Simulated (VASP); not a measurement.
**MgS: single point with r2SCAN**

The system is MgS.

```
S Mg
1.0
     3.98009    0.00000    0.00000
    -1.99005    3.44686    0.00000
     0.00000    0.00000    6.34536
S Mg
2 2
Cartesian
  1.9900 1.1490 5.5791
  0.0000 2.2979 2.4064
  0.0000 2.2979 6.3184
  1.9900 1.1490 3.1457
```

| Property | Result |
| --- | --- |
| Program | VASP 6.6.1 |
| Task | single point |
| Functional | r2SCAN |
| Potentials or basis | VASP PAW PBE potentials, release 64 (S, Mg) |
| Cutoff | 520 eV |
| k mesh | 8 × 8 × 4 |
| Occupations | fermi-dirac, width 0.05 eV |
| Spin | no spin polarisation |
| Dipole correction | no |
| Further INCAR settings | ALGO = Normal; EDIFF = 1e-06; NBANDS = 16 |

```json
{
 "Pressure": "2.4 GPa",
 "Largest force": "0.053 eV/Å",
 "Band gap on the k mesh": "4.32 eV"
}
```

Forces on the atoms (eV/Å):
```
S    0.000  0.000 -0.053
S    0.000  0.000 -0.053
Mg   0.000  0.000  0.053
Mg   0.000  0.000  0.053
```

Stress tensor (GPa, compression positive):
```
2.50 0.00 0.00
0.00 2.50 0.00
0.00 0.00 2.16
```

Levels at points of the mesh, in eV from the valence-band top:
```tsv
k point	band 6	band 7	band 8	band 9	band 10	band 11
(0.00, 0.00, 0.00)	-0.18	-0.18	0.00	4.32	5.48	8.15
(0.50, 0.00, 0.00)	-1.34	-0.99	-0.50	5.26	5.71	6.58
(0.00, 0.00, 0.50)	-0.41	-0.41	-0.41	5.77	5.77	8.28
(0.50, 0.00, 0.50)	-0.96	-0.86	-0.86	5.20	5.20	6.96
```

Run time: 4.2 min on 1 thread of Intel Xeon 8259CL, on a shared host, peak memory 0.22 GiB.

Caveat: the PAW data sets were made with another functional, which shifts forces and pressure a little.
